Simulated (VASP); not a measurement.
# Ag in VASP: a series of runs

Ag is run at these levels: LDA; tasks: single point.

Program: VASP 6.6.1. These are calculated values, not measurements. Logs are shortened: lines on timing, memory, paths and dates and some standing lists are left out, and cuts for length are marked.

## Step 1: The cell of the first run

The structure is tetragonal, space group I4/mmm (No. 139). The conventional cell has a = 2.701 Å, b = 2.701 Å, c = 4.232 Å, α = 90.00°, β = 90.00°, γ = 90.00°. Within 3.6 Å of Ag (site symmetry 4/mmm) lie 12 Ag at 2.70 to 2.85 Å.

## Step 2: Single point, LDA

The input, INCAR:

```
SYSTEM = Ag
ALGO = Fast ; EDIFF = 1E-6
ENCUT = 520 ; ISIF = 2
ISMEAR = 0 ; ISYM = 0
LASPH = .TRUE. ; LCHARG = .FALSE.
LREAL = .FALSE. ; LWAVE = .FALSE.
NBANDS = 18 ; NELM = 80
PREC = Accurate ; SIGMA = 0.1
```

The input, KPOINTS:

```
k-points
0
G
  9 9 16
  0 0 0
```

The input, POSCAR:

```
Ag
1.0
    3.8197500149      0.0000000000      0.0000000000
    0.0000000000      3.8197500149      0.0000000000
   -1.9098750075      0.0000000000      2.1158995542
Ag
2
Direct
    0.0000000000      0.0000000000      0.0000000000
    0.5000000000      0.5000000000      0.0000000000
```

Potentials or basis: VASP PAW LDA potentials, release 64 (Ag).

Command:

```sh
> cat potpaw_LDA.64/Ag/POTCAR > POTCAR
> mpirun -np 1 vasp_std > vasp.out
```

OUTCAR:

```text
SYSTEM = Ag
   EDIFF = 1E-6
   ENCUT = 520
   ISIF = 2
   ISMEAR = 0
   ISYM = 0
   LASPH = .TRUE.
   LREAL = .FALSE.
   NELM = 80
   PREC = Accurate

 ion  position               nearest neighbor table
   1  0.000  0.000  0.000-   2 2.70   2 2.70   2 2.70   2 2.70   2 2.85   2 2.85   2 2.85   2 2.85

   2  0.500  0.500  0.000-   1 2.70   1 2.70   1 2.70   1 2.70   1 2.85   1 2.85   1 2.85   1 2.85

IMPORTANT INFORMATION: All symmetrisations will be switched off!
NOSYMM: (Re-)initialisation of all symmetry stuff for point group C_1.

----------------------------------------------------------------------------------------

                                     Primitive cell

  volume of cell :      30.8720

  direct lattice vectors                    reciprocal lattice vectors
     3.819750015  0.000000000  0.000000000     0.261797237  0.000000000  0.236306113
     0.000000000  3.819750015  0.000000000     0.000000000  0.261797237  0.000000000
    -1.909875007  0.000000000  2.115899554     0.000000000  0.000000000  0.472612227

  length of vectors
     3.819750015  3.819750015  2.850377776     0.352673181  0.261797237  0.472612227

  position of ions in fractional coordinates (direct lattice)
     0.000000000  0.000000000  0.000000000
     0.500000000  0.500000000  0.000000000

  ion indices of the primitive-cell ions
   primitive index   ion index
                 1           1
                 2           2

----------------------------------------------------------------------------------------

 KPOINTS: k-points

Automatic generation of k-mesh.
 Grid dimensions read from file:
 generate k-points for:    9    9   16

 Generating k-lattice:

  Cartesian coordinates                     Fractional coordinates (reciprocal lattice)
     0.029088582  0.000000000  0.026256235     0.111111111  0.000000000 -0.000000000
     0.000000000  0.029088582  0.000000000     0.000000000  0.111111111  0.000000000
     0.000000000  0.000000000  0.029538264     0.000000000  0.000000000  0.062500000

  Length of vectors
     0.039185909  0.029088582  0.029538264

  Shift w.r.t. Gamma in fractional coordinates (k-lattice)
     0.000000000  0.000000000  0.000000000

 -----------------------------------------------------------------------------
|                                                                             |
|           W    W    AA    RRRRR   N    N  II  N    N   GGGG   !!!           |
|           W    W   A  A   R    R  NN   N  II  NN   N  G    G  !!!           |
|           W    W  A    A  R    R  N N  N  II  N N  N  G       !!!           |
[... 70 lines left out ...]
   NSW    =      0    number of steps for IOM
   IBRION =     -1    ionic relax: 0-MD 1-quasi-New 2-CG
   NFREE  =      0    steps in history (QN), initial steepest desc. (CG)
   ISIF   =      2    stress and relaxation
   ISYM   =      0    0-nonsym 1-usesym 2-fastsym
   POTIM  = 0.5000    time-step for ionic-motion
   TEBEG  =    0.0;   TEEND  =   0.0 temperature during run
   PSTRESS=    0.0 pullay stress
   NELECT =      22.0000    total number of electrons
   NUPDOWN=      -1.0000    fix difference up-down
   EMIN   =  10.00;   EMAX   =-10.00  energy-range for DOS
   EFERMI =   0.00;   METHOD = LEGACY
   ISMEAR =     0;   SIGMA  =   0.10  broadening in eV -4-tet -1-fermi 0-gaus
   EFERMI_NEDOS =   21; number of points for ismear=-14 and -15
   IALGO  =     68    algorithm
   IMIX   =      4    mixing-type and parameters
     AMIX     =   0.40;   BMIX     =  1.00
     AMIX_MAG =   1.60;   BMIX_MAG =  1.00
  volume/ion in A,a.u.               =      15.44       104.17
  Fermi-wavevector in a.u.,A,eV,Ry     =   1.462269  2.763289 29.092413  2.138232
  Thomas-Fermi vector in A             =   2.578503
   LORBIT       =      0    0 simple, 1 ext, 2 COOP (PROOUT), +10 PAW based schemes
   GGA     = CA    functional components
   LHFCALC =     F    Hartree Fock is set to
   AEXX    =    0.0000 exact exchange contribution
   IVDW    =     0    specifies the selected vdW correction
   LEPSILON=     F    determine dielectric tensor
   LRPA    =     F    only Hartree local field effects (RPA)
 non-spin polarized calculation
 RMM-DIIS sequential band-by-band and
 Gauss-broadening in eV      SIGMA  =   0.10
  energy-cutoff  :      520.00
  volume of cell :       30.87
 maximum number of plane-waves:       848
   NGX = 15   NGY = 15   NGZ = 11

 number of electron      21.9999999 magnetization

 Free energy of the ion-electron system (eV)
  ---------------------------------------------------
  ext. energy  EPLUGINS =         0.00000000
  ---------------------------------------------------
  free energy    TOTEN  =        -7.50340085 eV

  energy without entropy =       -7.50041029  energy(sigma->0) =       -7.50190557

 E-fermi :   9.6511     XC(G=0): -13.1768

 val. band max:        9.6312331493   @ k =   0.0000   0.2222   0.0625
 cond. band min:       9.6584559369   @ k =   0.0000   0.4444   0.3125
 fundamental gap:      0.0272227876
 Fermi energy:         9.6511151670

 k-point     1 :       0.0000    0.0000    0.0000
  band No.  band energies     occupation
      1       1.0405      2.00000
      2       2.4898      2.00000
      3       2.7323      2.00000
      4       3.9392      2.00000
      5       4.7610      2.00000
      6       4.7618      2.00000
[... 481 lines left out ...]
      5       4.5708      2.00000
      6       5.0982      2.00000
[... 10 lines left out ...]
     17      26.9947      0.00000
     18      27.2686      0.00000

 [... further k-points ...]

------------------------ aborting loop because EDIFF is reached ----------------------------------------

  FORCE on cell =-STRESS in cart. coord.  units (eV):
  Direction    XX          YY          ZZ          XY          YZ          ZX
  --------------------------------------------------------------------------------------
  -------------------------------------------------------------------------------------
  Total        1.6694642      1.6410651      0.3366869     -0.0000003     -0.0000007     -0.0160400
  in kB       86.6408622     85.1670243     17.4731750     -0.0000171     -0.0000383     -0.8324340
  external PRESSURE =      63.0936872 kB  Pullay stress =       0.0000000 kB

 VOLUME and BASIS-vectors are now :
 -----------------------------------------------------------------------------
  energy-cutoff  :      520.00
  volume of cell :       30.87
      direct lattice vectors                 reciprocal lattice vectors
     3.819750015  0.000000000  0.000000000     0.261797237  0.000000000  0.236306113
     0.000000000  3.819750015  0.000000000     0.000000000  0.261797237  0.000000000
    -1.909875007  0.000000000  2.115899554     0.000000000  0.000000000  0.472612227

 POSITION                                       TOTAL-FORCE (eV/Angst)
 -----------------------------------------------------------------------------------
      0.00000      0.00000      0.00000         0.000000      0.000000     -0.000000
      1.90988      1.90988      0.00000        -0.000000     -0.000000      0.000000
 -----------------------------------------------------------------------------------
    total drift:                                0.000000     -0.000000     -0.000000

  FREE ENERGIE OF THE ION-ELECTRON SYSTEM (eV)
  ---------------------------------------------------
  free  energy   TOTEN  =        -7.5034008544 eV

  energy  without entropy=       -7.5004102945  energy(sigma->0) =       -7.50190557
```

OSZICAR:

```text
N       E                     dE             d eps       ncg     rms          rms(c)
DAV:   1     0.129193300311E+03    0.12919E+03   -0.11552E+04 23612   0.121E+03
DAV:   2    -0.592737244289E+01   -0.13512E+03   -0.12886E+03 24348   0.277E+02
DAV:   3    -0.817918790993E+01   -0.22518E+01   -0.22438E+01 26642   0.404E+01
DAV:   4    -0.818702302936E+01   -0.78351E-02   -0.78345E-02 25382   0.235E+00
DAV:   5    -0.818709168236E+01   -0.68653E-04   -0.68652E-04 25542   0.226E-01    0.102E+01
RMM:   6    -0.754549996705E+01    0.64159E+00   -0.13177E+00 23393   0.937E+00    0.608E+00
RMM:   7    -0.751352389744E+01    0.31976E-01   -0.28614E-02 24515   0.165E+00    0.317E+00
RMM:   8    -0.750338238440E+01    0.10142E-01   -0.42947E-03 25085   0.658E-01    0.257E-01
RMM:   9    -0.750340940564E+01   -0.27021E-04   -0.57878E-04 26053   0.192E-01    0.979E-02
RMM:  10    -0.750340780362E+01    0.16020E-05   -0.10139E-04 26208   0.745E-02    0.736E-02
RMM:  11    -0.750340366474E+01    0.41389E-05   -0.22482E-05 24788   0.283E-02    0.337E-02
RMM:  12    -0.750340061440E+01    0.30503E-05   -0.16722E-05 25175   0.320E-02    0.839E-03
RMM:  13    -0.750340085439E+01   -0.24000E-06   -0.22868E-06 17277   0.851E-03
   1 F= -.75034009E+01 E0= -.75019056E+01  d E =-.299056E-02
```

stdout:

```text
POSCAR found type information on POSCAR Ag
 POSCAR found :  1 types and       2 ions
 scaLAPACK will be used
 LDA part: xc-table for (Slater(with rela. corr.)+CA(PZ))
 , standard interpolation
 -----------------------------------------------------------------------------
|                                                                             |
|           W    W    AA    RRRRR   N    N  II  N    N   GGGG   !!!           |
|           W    W   A  A   R    R  NN   N  II  NN   N  G    G  !!!           |
|           W    W  A    A  R    R  N N  N  II  N N  N  G       !!!           |
|           W WW W  AAAAAA  RRRRR   N  N N  II  N  N N  G  GGG   !            |
|           WW  WW  A    A  R   R   N   NN  II  N   NN  G    G                |
|           W    W  A    A  R    R  N    N  II  N    N   GGGG   !!!           |
|                                                                             |
|     Your reciprocal lattice and k-lattice belong to different lattice       |
|     classes:                                                                |
|                                                                             |
|        The reciprocal lattice is base centered orthorhombic,                |
|        whereas your k-lattice is simple monoclinic.                         |
|                                                                             |
|     Results are often still useful ...                                      |
|                                                                             |
 -----------------------------------------------------------------------------

 POSCAR, INCAR and KPOINTS ok, starting setup
 FFT: planning ... GRIDC
 FFT: planning ... GRID_SOFT
 FFT: planning ... GRID
 WAVECAR not read
 entering main loop
```

It took 2.5 min on 1 thread of Intel Xeon 6975P-C (Granite Rapids), shared host; peak memory 0.37 GiB.

What came out:

```
Free energy            : -7.5034 eV
Pressure               : 6.3 GPa
Band gap on the k mesh : zero (bands 11 and 12 overlap by 8.39 eV)
```

Stress tensor (GPa, compression positive):
```
 8.66  0.00 -0.08
 0.00  8.52  0.00
-0.08  0.00  1.75
```

Levels at points of the mesh, in eV from the Fermi level:
```
           k point  band 9  band 10  band 11  band 12  band 13  band 14
(0.00, 0.00, 0.00)   -3.08    -3.05    -2.40     2.09     8.45    10.40
(0.00, 0.00, 0.50)   -2.78    -2.40     0.27     2.09     5.79     8.45
```

Caveat: the stress differs along the axes, from 2 to 9 GPa.

## Step 3: Single point, LDA

This run uses another cell than the first one, of 15.57 Å³/atom.

The input, INCAR:

```
SYSTEM = Ag
PREC = Accurate ; ENCUT = 520
EDIFF = 1E-7 ; ISMEAR = 0
SIGMA = 0.1 ; LREAL = .FALSE.
LASPH = .TRUE. ; NELM = 100
ALGO = Fast ; ISIF = 2
LWAVE = .FALSE. ; LCHARG = .FALSE.
GGA = CA ; ISYM = 0
NBANDS = 18
```

The input, KPOINTS:

```
regular mesh
0
G
  9 9 16
  0 0 0
```

The input, POSCAR:

```
Ag
1.0
    3.8197495164      0.0000000000     -0.0019515129
    0.0000000000      3.8197500149      0.0000000000
   -1.9109557728      0.0000000000      2.1357071053
Ag
2
Direct
    0.0000000000      0.0000000000      0.0000000000
    0.5000000000      0.5000000000      0.0000000000
```

Potentials or basis: VASP PAW LDA potentials, release 64 (Ag).

Command:

```sh
> cat potpaw_LDA.64/Ag/POTCAR > POTCAR
> mpirun -np 1 vasp_std > vasp.out
```

Run time: 2.2 min. Hardware: 1 thread of Intel Xeon 6975P-C (Granite Rapids), shared host; peak memory 0.37 GiB.

It converged, with:

| Quantity | Value |
| --- | --- |
| Free energy | -7.5052 eV |
| Pressure | 4.9 GPa |
| Band gap on the k mesh | zero (bands 11 and 12 overlap by 8.25 eV) |

Stress tensor (GPa, compression positive):
```
7.44 0.00 0.00
0.00 7.23 0.00
0.00 0.00 0.11
```

Levels at points of the mesh, in eV from the Fermi level:
```tsv
k point	band 8	band 9	band 10	band 11	band 12	band 13	band 14	band 15
(0.00, 0.00, 0.00)	-3.50	-3.08	-3.08	-2.38	2.15	8.44	10.32	10.52
(0.00, 0.00, 0.50)	-2.79	-2.79	-2.38	0.19	2.16	5.58	8.44	10.32
```

Caveat: the stress differs along the axes, from 0 to 7 GPa.

The gap in the log of VASP goes by the Fermi energy; the results here count the filled bands.